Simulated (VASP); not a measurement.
# SnF5 (P-62m) in VASP: notebook

Runs on SnF5. Level: PBE. Tasks: relaxation of cell and atoms, single point.

Everything below comes from runs of VASP 6.6.1. Logs are shortened: lines on timing, memory, paths and dates and some standing lists are left out, and cuts for length are marked.

## 1. The cell of the first run

The structure is hexagonal, space group P-62m (No. 189). The conventional cell has a = 4.777 Å, b = 4.777 Å, c = 3.353 Å, α = 90.00°, β = 90.00°, γ = 120.00°. Within 2.8 Å of Sn (site symmetry -62m) lie 12 F at 2.15 to 2.76 Å. F (site symmetry m2m) has 2 Sn at 2.15 Å and 6 F at 2.34 to 2.41 Å within 2.8 Å. F (site symmetry -6) has 9 F at 2.41 to 2.76 Å and 3 Sn at 2.76 Å within 3.2 Å.

The cell was generated, and may not be a known phase.

## 2. Relaxation of cell and atoms, PBE

The input, INCAR:

```
  PREC = Accurate
  ENCUT = 600
  EDIFF = 1E-6
  ISMEAR = 0
  SIGMA = 0.1
  LREAL = F
  LASPH = T
  NELM = 80
  ALGO = Normal
  ISIF = 3
  LWAVE = F
  LCHARG = F
  GGA = PE
  IBRION = 2
  NSW = 90
  EDIFFG = -0.04
```

The input, KPOINTS:

```
regular mesh
0
Gamma
  6 6 6
```

The input, POSCAR:

```
SnF5
1.0
    4.7765690130      0.0000000000      0.0000000000
   -2.3882845065      4.1366301082      0.0000000000
    0.0000000000      0.0000000000      3.3534879465
Sn F
1 5
Direct
    0.0000000000      0.0000000000      0.5000000000
    0.0000000000      0.7174791449      0.0000000000
    0.7174791449      0.0000000000      0.0000000000
    0.2825208551      0.2825208551      0.0000000000
    0.6666666667      0.3333333333      0.5000000000
    0.3333333333      0.6666666667      0.5000000000
```

Potentials or basis: VASP PAW PBE potentials, release 64 (Sn_d, F).

The run is started by

```console
> cat potpaw_PBE.64/Sn_d/POTCAR potpaw_PBE.64/F/POTCAR > POTCAR
> mpirun -np 1 vasp_std > vasp.out
```

OUTCAR:

```text
PREC = Accurate
   ENCUT = 600
   EDIFF = 1E-6
   ISMEAR = 0
   LREAL = F
   LASPH = T
   NELM = 80
   ISIF = 3
   GGA = PE
   IBRION = 2
   NSW = 90
   EDIFFG = -0.04

 ion  position               nearest neighbor table
   1  0.000  0.000  0.500-   3 2.15   3 2.15   4 2.15   2 2.15   2 2.15   4 2.15   6 2.76   5 2.76
                             5 2.76   6 2.76   5 2.76   6 2.76
   2  0.000  0.717  0.000-   1 2.15   1 2.15
   3  0.717  0.000  0.000-   1 2.15   1 2.15
   4  0.283  0.283  0.000-   1 2.15   1 2.15
   5  0.667  0.333  0.500-   1 2.76   1 2.76   1 2.76
   6  0.333  0.667  0.500-   1 2.76   1 2.76   1 2.76

  LATTYP: Found a hexagonal cell.
 ALAT       =     4.7765690130
 C/A-ratio  =     0.7020704479

  Lattice vectors:

 A1 = (   4.7765690130,   0.0000000000,   0.0000000000)
 A2 = (  -2.3882845065,   4.1366301082,   0.0000000000)
 A3 = (   0.0000000000,   0.0000000000,   3.3534879465)

Analysis of symmetry for initial positions (statically):
=====================================================================
 Subroutine PRICEL returns:
 Original cell was already a primitive cell.

 Routine SETGRP: Setting up the symmetry group for a
 hexagonal supercell.

 Subroutine GETGRP returns: Found 12 space group operations
 (whereof 12 operations were pure point group operations)
 out of a pool of 24 trial point group operations.

The static configuration has the point symmetry D_3h.

Analysis of symmetry for dynamics (positions and initial velocities):
=====================================================================
 Subroutine PRICEL returns:
 Original cell was already a primitive cell.

 Routine SETGRP: Setting up the symmetry group for a
 hexagonal supercell.

 Subroutine GETGRP returns: Found 12 space group operations
 (whereof 12 operations were pure point group operations)
 out of a pool of 24 trial point group operations.

The dynamic configuration has the point symmetry D_3h.

 Subroutine INISYM returns: Found 12 space group operations
 (whereof 12 operations are pure point group operations),
 and found     1 'primitive' translations

----------------------------------------------------------------------------------------

                                     Primitive cell

  volume of cell :      66.2612

  direct lattice vectors                    reciprocal lattice vectors
     4.776569013  0.000000000  0.000000000     0.209355292  0.120871334  0.000000000
    -2.388284506  4.136630108  0.000000000     0.000000000  0.241742668  0.000000000
     0.000000000  0.000000000  3.353487947     0.000000000  0.000000000  0.298196987

  length of vectors
     4.776569013  4.776569013  3.353487947     0.241742668  0.241742668  0.298196987

  position of ions in fractional coordinates (direct lattice)
     0.000000000  0.000000000  0.500000000
     1.000000000  0.717479145  0.000000000
     0.717479145  0.000000000  0.000000000
     0.282520855  0.282520855  0.000000000
     0.666666667  0.333333333  0.500000000
     0.333333333  0.666666667  0.500000000

  ion indices of the primitive-cell ions
   primitive index   ion index
                 1           1
                 2           2
                 3           3
                 4           4
                 5           5
                 6           6

----------------------------------------------------------------------------------------

 KPOINTS: regular mesh

Automatic generation of k-mesh.
 Grid dimensions read from file:
 generate k-points for:    6    6    6

 Generating k-lattice:

  Cartesian coordinates                     Fractional coordinates (reciprocal lattice)
     0.034892549  0.020145222  0.000000000     0.166666667  0.000000000  0.000000000
     0.000000000  0.040290445  0.000000000     0.000000000  0.166666667  0.000000000
     0.000000000  0.000000000  0.049699498     0.000000000  0.000000000  0.166666667

  Length of vectors
     0.040290445  0.040290445  0.049699498

  Shift w.r.t. Gamma in fractional coordinates (k-lattice)
     0.000000000  0.000000000  0.000000000

 Subroutine IBZKPT returns following result:
 ===========================================

 Found     28 irreducible k-points:

 Following reciprocal coordinates:
            Coordinates               Weight
  0.000000  0.000000  0.000000      1.000000
  0.166667 -0.000000  0.000000      6.000000
  0.333333 -0.000000  0.000000      6.000000
  0.500000  0.000000  0.000000      3.000000
  0.166667  0.166667  0.000000      6.000000
  0.333333  0.166667  0.000000     12.000000
[... 16 lines left out ...]
  0.166667 -0.000000  0.500000      6.000000
  0.333333 -0.000000  0.500000      6.000000
 [... further k-points ...]
   k-points           NKPTS =     28   k-points in BZ     NKDIM =     28   number of bands    NBANDS=     29
   number of dos      NEDOS =    301   number of ions     NIONS =      6
   total plane-waves  NPLWV =  44800
   dimension x,y,z NGX =    40 NGY =   40 NGZ =   28
   dimension x,y,z NGXF=    80 NGYF=   80 NGZF=   56
   ions per type =               1   5
   NGX,Y,Z   is equivalent  to a cutoff of  13.92, 13.92, 13.88 a.u.
   NGXF,Y,Z  is equivalent  to a cutoff of  27.84, 27.84, 27.76 a.u.
 SYSTEM =  unknown system
   PREC   = accura    normal or accurate (medium, high low for compatibility)
   ISTART =      0    job   : 0-new  1-cont  2-samecut
   ICHARG =      2    charge: 1-file 2-atom 10-const
   ISPIN  =      1    spin polarized calculation?
   LNONCOLLINEAR =      F non collinear calculations
   LSORBIT =      F    spin-orbit coupling
   LASPH  =      T    aspherical Exc in radial PAW
   ENCUT  =  600.0 eV  44.10 Ry    6.64 a.u.   9.54  9.54  6.70*2*pi/ulx,y,z
   NELM   =     80;   NELMIN=  2; NELMDL= -5     # of ELM steps
   EDIFF  = 0.1E-05   stopping-criterion for ELM
   LREAL  =      F    real-space projection
   EDIFFG = -.4E-01   stopping-criterion for IOM
   NSW    =     90    number of steps for IOM
   IBRION =      2    ionic relax: 0-MD 1-quasi-New 2-CG
   NFREE  =      1    steps in history (QN), initial steepest desc. (CG)
   ISIF   =      3    stress and relaxation
   ISYM   =      2    0-nonsym 1-usesym 2-fastsym
   POTIM  = 0.5000    time-step for ionic-motion
   TEBEG  =    0.0;   TEEND  =   0.0 temperature during run
   PSTRESS=    0.0 pullay stress
   NELECT =      49.0000    total number of electrons
   NUPDOWN=      -1.0000    fix difference up-down
   EMIN   =  10.00;   EMAX   =-10.00  energy-range for DOS
   EFERMI =   0.00;   METHOD = LEGACY
   ISMEAR =     0;   SIGMA  =   0.10  broadening in eV -4-tet -1-fermi 0-gaus
   EFERMI_NEDOS =   21; number of points for ismear=-14 and -15
   IALGO  =     38    algorithm
   IMIX   =      4    mixing-type and parameters
     AMIX     =   0.40;   BMIX     =  1.00
     AMIX_MAG =   1.60;   BMIX_MAG =  1.00
  volume/ion in A,a.u.               =      11.04        74.53
  Fermi-wavevector in a.u.,A,eV,Ry     =   1.480427  2.797602 29.819404  2.191664
  Thomas-Fermi vector in A             =   2.594463
   LORBIT       =      0    0 simple, 1 ext, 2 COOP (PROOUT), +10 PAW based schemes
   GGA     = PE    functional components
   LHFCALC =     F    Hartree Fock is set to
   AEXX    =    0.0000 exact exchange contribution
   IVDW    =     0    specifies the selected vdW correction
   LEPSILON=     F    determine dielectric tensor
   LRPA    =     F    only Hartree local field effects (RPA)
 conjugate gradient relaxation of ions
 non-spin polarized calculation
 Gauss-broadening in eV      SIGMA  =   0.10
  energy-cutoff  :      600.00
  volume of cell :       66.26
 maximum number of plane-waves:      2258
 NGX is ok and might be reduce to    40
   NGX = 19   NGY = 19   NGZ = 13

--------------------------------------- Ionic step        1  -------------------------------------------

 number of electron      49.0000003 magnetization

 Free energy of the ion-electron system (eV)
  ---------------------------------------------------
  ext. energy  EPLUGINS =         0.00000000
  ---------------------------------------------------
  free energy    TOTEN  =       -20.80706422 eV

  energy without entropy =      -20.77179044  energy(sigma->0) =      -20.78942733

------------------------ aborting loop because EDIFF is reached ----------------------------------------

  FORCE on cell =-STRESS in cart. coord.  units (eV):
  Direction    XX          YY          ZZ          XY          YZ          ZX
  --------------------------------------------------------------------------------------
  -------------------------------------------------------------------------------------
  Total       -0.2207974     -0.2207974      0.4010097      0.0000000     -0.0000000      0.0000000
  in kB       -5.3388177     -5.3388177      9.6962975      0.0000000     -0.0000000      0.0000000
  external PRESSURE =      -0.3271126 kB  Pullay stress =       0.0000000 kB
[... 185 lines left out ...]
  energy  without entropy=      -20.7828898491  energy(sigma->0) =      -20.79911020

--------------------------------------- Ionic step        6  -------------------------------------------

 number of electron      48.9999993 magnetization

 Free energy of the ion-electron system (eV)
  ---------------------------------------------------
  ext. energy  EPLUGINS =         0.00000000
  ---------------------------------------------------
  free energy    TOTEN  =       -20.81795109 eV

  energy without entropy =      -20.78735854  energy(sigma->0) =      -20.80265481

 E-fermi :   1.7220     XC(G=0): -10.8972

 val. band max:        1.6983188182   @ k =   0.3333   0.1667   0.0000
 cond. band min:       1.7428654907   @ k =   0.3333   0.1667   0.3333
 fundamental gap:      0.0445466725
 Fermi energy:         1.7219661319

 k-point     1 :       0.0000    0.0000    0.0000
  band No.  band energies     occupation
      1     -21.0805      2.00000
      2     -19.6638      2.00000
      3     -19.6638      2.00000
      4     -18.9426      2.00000
      5     -18.8777      2.00000
      6     -18.8777      2.00000
[... 757 lines left out ...]
     28      10.4504      0.00000
     29      12.2129      0.00000

 [... further k-points ...]

------------------------ aborting loop because EDIFF is reached ----------------------------------------

  FORCE on cell =-STRESS in cart. coord.  units (eV):
  Direction    XX          YY          ZZ          XY          YZ          ZX
  --------------------------------------------------------------------------------------
  -------------------------------------------------------------------------------------
  Total       -0.1010009     -0.1010009     -0.2251736     -0.0000000     -0.0000000      0.0000000
  in kB       -2.5040670     -2.5040670     -5.5826211     -0.0000000     -0.0000000      0.0000000
  external PRESSURE =      -3.5302517 kB  Pullay stress =       0.0000000 kB
[... 21 lines left out ...]
  FREE ENERGIE OF THE ION-ELECTRON SYSTEM (eV)
  ---------------------------------------------------
  free  energy   TOTEN  =       -20.8179510872 eV

  energy  without entropy=      -20.7873585384  energy(sigma->0) =      -20.80265481

 reached required accuracy - stopping structural energy minimisation
```

Wall time 7.4 min (1 thread of Oxide Virtual Turin-like, shared host); peak memory 0.21 GiB.

What came out:

```yaml
Free_energy: -20.8180 eV
Relaxed_volume: 10.77 Å³/atom
Relaxed_cell: a = 4.678 Å, b = 4.678 Å, c = 3.410 Å, α = 90.00°, β = 90.00°, γ = 120.00°
Space_group_after_relaxing_to_0.1_Å: P-62m (No. 189)
Energy_gained_by_relaxing: 1.8 meV/atom
Ionic_steps: 6
Pressure_after_relaxing: -0.4 GPa
Largest_force_after_relaxing: 0.031 eV/Å
Band_gap_on_the_k_mesh: zero (an odd number of electrons rules out a gap without spin polarisation)
```

Forces in eV/Å, atoms in the order of the input:
```
Sn   0.000  0.000  0.000
F   -0.015  0.027  0.000
F    0.031  0.000  0.000
F   -0.015 -0.027  0.000
F    0.000  0.000  0.000
F    0.000  0.000  0.000
```

The path:
```tsv
step	energy change (eV)	largest force (eV/Å)	pressure (GPa)	volume (Å³)
1	0.0000	0.0887	-0.03	66.26
2	-0.0026	0.0294	-0.49	66.24
3	-0.0041	0.0720	-1.26	66.20
4	-0.0053	0.0680	-1.17	66.04
5	-0.0083	0.0547	-0.92	65.57
6	-0.0109	0.0307	-0.35	64.62
```

Final structure:
```cif
data_structure
_symmetry_space_group_name_H-M 'P 1'
_symmetry_Int_Tables_number 1
_cell_length_a 4.6780
_cell_length_b 4.6780
_cell_length_c 3.4099
_cell_angle_alpha 90.000
_cell_angle_beta 90.000
_cell_angle_gamma 120.000
_cell_volume 64.62
loop_
_atom_site_label
_atom_site_type_symbol
_atom_site_fract_x
_atom_site_fract_y
_atom_site_fract_z
_atom_site_occupancy
Sn1 Sn 0.00000 0.00000 0.50000 1
F1 F 0.00000 0.71247 0.00000 1
F2 F 0.71247 0.00000 0.00000 1
F3 F 0.28753 0.28753 0.00000 1
F4 F 0.66667 0.33333 0.50000 1
F5 F 0.33333 0.66667 0.50000 1
```

Levels at points of the mesh, in eV from the Fermi level:
```csv
k point,band 23,band 24,band 25,band 26,band 27,band 28
"(0.00, 0.00, 0.00)",-0.50,-0.50,-0.36,0.55,7.74,7.74
"(0.50, 0.00, 0.00)",-0.47,-0.26,-0.13,2.26,6.84,8.10
"(0.00, 0.00, 0.50)",-0.20,-0.20,0.42,3.06,8.64,8.64
"(0.50, 0.00, 0.50)",-0.46,-0.17,0.13,3.21,8.16,8.75
```

Caveat: spin-orbit coupling is left out, which moves the levels of the heavy elements; an odd number of electrons without spin polarisation forces a metal; a magnetic or distorted state may lie lower.

## 3. Single point, PBE

This run uses another cell than the first one, of 10.93 Å³/atom.

The input, INCAR:

```
PREC = Accurate ; ENCUT = 520
EDIFF = 1E-6 ; ISMEAR = 0
SIGMA = 0.1 ; LREAL = False
LASPH = True ; NELM = 100
ALGO = Fast ; ISIF = 2
LWAVE = False ; LCHARG = True
GGA = PE ; LELF = True
LVHAR = True ; NBANDS = 34
```

The input, KPOINTS:

```
regular mesh
0
Gamma
  12 12 12
```

The input, POSCAR:

```
SnF5
1.0
    4.7410820564      0.0000000000      0.0000000000
   -2.3705410282      4.1058975023      0.0000000000
    0.0000000000      0.0000000000      3.3694582999
Sn F
1 5
Direct
    0.0000000000      0.0000000000      0.5000000000
    0.0000000000      0.7159050327      0.0000000000
    0.7159050327      0.0000000000      0.0000000000
    0.2840949673      0.2840949673      0.0000000000
    0.6666666667      0.3333333333      0.5000000000
    0.3333333333      0.6666666667      0.5000000000
```

Potentials or basis: VASP PAW PBE potentials, release 64 (Sn_d, F).

The run is started by

```console
> cat potpaw_PBE.64/Sn_d/POTCAR potpaw_PBE.64/F/POTCAR > POTCAR
> mpirun -np 1 vasp_std > vasp.out
```

Run time: 11 min. Hardware: 1 thread of Oxide Virtual Turin-like, shared host; peak memory 0.31 GiB.

It converged, with:

- Free energy: -20.8023 eV
- Pressure: 0.2 GPa
- Largest force: 0.069 eV/Å
- Band gap on the k mesh: zero (an odd number of electrons rules out a gap without spin polarisation)

Forces in eV/Å, atoms in the order of the input:
```
Sn   0.000  0.000  0.000
F    0.034 -0.059  0.000
F   -0.069  0.000  0.000
F    0.034  0.059  0.000
F    0.000  0.000  0.000
F    0.000  0.000  0.000
```

Stress tensor (GPa, compression positive):
```
-0.20  0.00  0.00
 0.00 -0.20  0.00
 0.00  0.00  0.93
```

Levels at points of the mesh, in eV from the Fermi level:
```
           k point  band 23  band 24  band 25  band 26  band 27  band 28
(0.00, 0.00, 0.00)    -0.47    -0.47    -0.34     0.60     7.63     7.63
(0.50, 0.00, 0.00)    -0.43    -0.25    -0.11     2.24     6.77     7.97
(0.00, 0.00, 0.50)    -0.18    -0.18     0.39     3.14     8.59     8.59
(0.50, 0.00, 0.50)    -0.41    -0.17     0.12     3.24     8.12     8.66
```

Caveat: spin-orbit coupling is left out, which moves the levels of the heavy elements; an odd number of electrons without spin polarisation forces a metal; a magnetic or distorted state may lie lower.

(Continued in part 2 of 2.)

The gap in the log of VASP goes by the Fermi energy; the results here count the filled bands.